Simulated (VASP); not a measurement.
# Cu3N (Pm-3m) in VASP: further runs

Runs on Cu3N. Level: PBE. Tasks: single point.

Everything below comes from runs of VASP 6.6.1. Logs are shortened: lines on timing, memory, paths and dates and some standing lists are left out, and cuts for length are marked.

## (1) The cell of the first run

The structure is cubic, space group Pm-3m (No. 221). Conventional cell: a = 3.865 Å, b = 3.865 Å, c = 3.865 Å, α = 90.00°, β = 90.00°, γ = 90.00°. Cu (site symmetry 4/mmm) has 2 N at 1.93 Å within 2.6 Å. N (site symmetry m-3m) has 6 Cu at 1.93 Å within 2.6 Å.

## (2) Single point, PBE

INCAR reads:

```
ALGO     = Normal         # electronic algorithm
EDIFF    = 1E-6           # SCF threshold, eV
ENCUT    = 600            # plane-wave cutoff, eV
GGA      = PE             # functional
GGA_COMPAT= False        
ISIF     = 2              # what is computed and relaxed
ISMEAR   = 0              # smearing method
LASPH    = True           # aspherical terms in the spheres
LCHARG   = False          # write CHGCAR
LREAL    = False          # projectors in reciprocal space
LWAVE    = False          # write WAVECAR
NBANDS   = 27             # bands
NELM     = 120            # most SCF steps
PREC     = Accurate       # precision mode
SIGMA    = 0.01           # smearing width, eV
```

KPOINTS reads:

```
k-points
0
Gamma
  10 10 10
```

POSCAR reads:

```
Cu3N
1.0
    3.8652785133      0.0000000000      0.0000000000
    0.0000000000      3.8652785133      0.0000000000
    0.0000000000      0.0000000000      3.8652785133
Cu N
3 1
Direct
    0.5000000000      0.0000000000      0.0000000000
    0.0000000000      0.5000000000      0.0000000000
    0.0000000000      0.0000000000      0.5000000000
    0.0000000000      0.0000000000      0.0000000000
```

Potentials or basis: VASP PAW PBE potentials, release 64 (Cu, N).

On the command line:

```bash
$ cat potpaw_PBE.64/Cu/POTCAR potpaw_PBE.64/N/POTCAR > POTCAR
$ mpirun -np 1 vasp_std > vasp.out
```

OUTCAR:

```text
EDIFF = 1E-6
   ENCUT = 600
   GGA = PE
   ISIF = 2
   ISMEAR = 0
   LASPH = True
   LREAL = False
   NELM = 120
   PREC = Accurate

 ion  position               nearest neighbor table
   1  0.500  0.000  0.000-   4 1.93   4 1.93   2 2.73   3 2.73   2 2.73   2 2.73   3 2.73   3 2.73
                             3 2.73   2 2.73
   2  0.000  0.500  0.000-   4 1.93   4 1.93   1 2.73   3 2.73   1 2.73   3 2.73   3 2.73   3 2.73
                             1 2.73   1 2.73
   3  0.000  0.000  0.500-   4 1.93   4 1.93   1 2.73   1 2.73   2 2.73   2 2.73   2 2.73   2 2.73
                             1 2.73   1 2.73
   4  0.000  0.000  0.000-   1 1.93   2 1.93   3 1.93   3 1.93   2 1.93   1 1.93

  LATTYP: Found a simple cubic cell.
 ALAT       =     3.8652785133

  Lattice vectors:

 A1 = (   3.8652785133,   0.0000000000,   0.0000000000)
 A2 = (   0.0000000000,   3.8652785133,   0.0000000000)
 A3 = (   0.0000000000,   0.0000000000,   3.8652785133)

Analysis of symmetry for initial positions (statically):
=====================================================================
 Subroutine PRICEL returns:
 Original cell was already a primitive cell.

 Routine SETGRP: Setting up the symmetry group for a
 simple cubic supercell.

 Subroutine GETGRP returns: Found 48 space group operations
 (whereof 48 operations were pure point group operations)
 out of a pool of 48 trial point group operations.

The static configuration has the point symmetry O_h .

Analysis of symmetry for dynamics (positions and initial velocities):
=====================================================================
 Subroutine PRICEL returns:
 Original cell was already a primitive cell.

 Routine SETGRP: Setting up the symmetry group for a
 simple cubic supercell.

 Subroutine GETGRP returns: Found 48 space group operations
 (whereof 48 operations were pure point group operations)
 out of a pool of 48 trial point group operations.

The dynamic configuration has the point symmetry O_h .

 Subroutine INISYM returns: Found 48 space group operations
 (whereof 48 operations are pure point group operations),
 and found     1 'primitive' translations

----------------------------------------------------------------------------------------

                                     Primitive cell

  volume of cell :      57.7487

  direct lattice vectors                    reciprocal lattice vectors
[... 86 lines left out ...]
   LNONCOLLINEAR =      F non collinear calculations
   LSORBIT =      F    spin-orbit coupling
   LASPH  =      T    aspherical Exc in radial PAW
   ENCUT  =  600.0 eV  44.10 Ry    6.64 a.u.   7.72  7.72  7.72*2*pi/ulx,y,z
   NELM   =    120;   NELMIN=  2; NELMDL= -5     # of ELM steps
   EDIFF  = 0.1E-05   stopping-criterion for ELM
   LREAL  =      F    real-space projection
   EDIFFG = 0.1E-04   stopping-criterion for IOM
   NSW    =      0    number of steps for IOM
   IBRION =     -1    ionic relax: 0-MD 1-quasi-New 2-CG
   NFREE  =      0    steps in history (QN), initial steepest desc. (CG)
   ISIF   =      2    stress and relaxation
   ISYM   =      2    0-nonsym 1-usesym 2-fastsym
   POTIM  = 0.5000    time-step for ionic-motion
   TEBEG  =    0.0;   TEEND  =   0.0 temperature during run
   PSTRESS=    0.0 pullay stress
   NELECT =      38.0000    total number of electrons
   NUPDOWN=      -1.0000    fix difference up-down
   EMIN   =  10.00;   EMAX   =-10.00  energy-range for DOS
   EFERMI =   0.00;   METHOD = LEGACY
   ISMEAR =     0;   SIGMA  =   0.01  broadening in eV -4-tet -1-fermi 0-gaus
   EFERMI_NEDOS =   21; number of points for ismear=-14 and -15
   IALGO  =     38    algorithm
   IMIX   =      4    mixing-type and parameters
     AMIX     =   0.40;   BMIX     =  1.00
     AMIX_MAG =   1.60;   BMIX_MAG =  1.00
  volume/ion in A,a.u.               =      14.44        97.43
  Fermi-wavevector in a.u.,A,eV,Ry     =   1.423930  2.690837 27.586846  2.027576
  Thomas-Fermi vector in A             =   2.544475
   LORBIT       =      0    0 simple, 1 ext, 2 COOP (PROOUT), +10 PAW based schemes
   GGA     = PE    functional components
   LHFCALC =     F    Hartree Fock is set to
   AEXX    =    0.0000 exact exchange contribution
   IVDW    =     0    specifies the selected vdW correction
   LEPSILON=     F    determine dielectric tensor
   LRPA    =     F    only Hartree local field effects (RPA)
 non-spin polarized calculation
 Gauss-broadening in eV      SIGMA  =   0.01
  energy-cutoff  :      600.00
  volume of cell :       57.75
 maximum number of plane-waves:      1956
 NGX is ok and might be reduce to    32
   NGX = 15   NGY = 15   NGZ = 15

 number of electron      37.9999980 magnetization

 Free energy of the ion-electron system (eV)
  ---------------------------------------------------
  ext. energy  EPLUGINS =         0.00000000
  ---------------------------------------------------
  free energy    TOTEN  =       -18.38121585 eV

  energy without entropy =      -18.38121585  energy(sigma->0) =      -18.38121585

 E-fermi :   4.5327     XC(G=0): -10.5834

 val. band max:        4.4831600365   @ k =   0.5000   0.5000   0.5000
 cond. band min:       4.8252866668   @ k =   0.5000   0.5000   0.0000
 fundamental gap:      0.3421266302
 Fermi energy:         4.5327369415

 k-point     1 :       0.0000    0.0000    0.0000
  band No.  band energies     occupation
      1     -11.9632      2.00000
      2      -0.4837      2.00000
      3      -0.0366      2.00000
      4      -0.0366      2.00000
      5      -0.0366      2.00000
      6       0.8617      2.00000
[... 709 lines left out ...]
     26      13.5370      0.00000
     27      14.5394      0.00000

 [... further k-points ...]
[... 5 lines left out ...]
  --------------------------------------------------------------------------------------
  -------------------------------------------------------------------------------------
  Total       -0.8834917     -0.8834917     -0.8834917      0.0000000     -0.0000000      0.0000000
  in kB      -24.5115451    -24.5115451    -24.5115451      0.0000000     -0.0000000      0.0000000
  external PRESSURE =     -24.5115451 kB  Pullay stress =       0.0000000 kB

 VOLUME and BASIS-vectors are now :
 -----------------------------------------------------------------------------
  energy-cutoff  :      600.00
  volume of cell :       57.75
      direct lattice vectors                 reciprocal lattice vectors
     3.865278513  0.000000000  0.000000000     0.258713569  0.000000000  0.000000000
     0.000000000  3.865278513  0.000000000     0.000000000  0.258713569  0.000000000
     0.000000000  0.000000000  3.865278513     0.000000000  0.000000000  0.258713569

 POSITION                                       TOTAL-FORCE (eV/Angst)
 -----------------------------------------------------------------------------------
      1.93264      0.00000      0.00000         0.000000      0.000000      0.000000
      0.00000      1.93264      0.00000         0.000000      0.000000      0.000000
      0.00000      0.00000      1.93264         0.000000      0.000000      0.000000
      0.00000      0.00000      0.00000         0.000000      0.000000      0.000000
 -----------------------------------------------------------------------------------
    total drift:                                0.000000      0.000000     -0.000000

  FREE ENERGIE OF THE ION-ELECTRON SYSTEM (eV)
  ---------------------------------------------------
  free  energy   TOTEN  =       -18.3812158532 eV

  energy  without entropy=      -18.3812158532  energy(sigma->0) =      -18.38121585
```

stdout:

```text
POSCAR found type information on POSCAR CuN
 POSCAR found :  2 types and       4 ions
 scaLAPACK will be used
 LDA part: xc-table for (Slater+PW92), standard interpolation
 POSCAR, INCAR and KPOINTS ok, starting setup
 FFT: planning ... GRIDC
 FFT: planning ... GRID_SOFT
 FFT: planning ... GRID
 WAVECAR not read
 entering main loop
```

Run time: 56 s. Hardware: 1 thread of AMD EPYC 9R45 (Zen 5), shared host; peak memory 0.2 GiB.

What came out:

* Free energy: -18.3812 eV
* Pressure: -2.5 GPa
* Band gap on the k mesh: 0.34 eV (least direct gap 0.87 eV)

(Continued in part 2 of 2.)
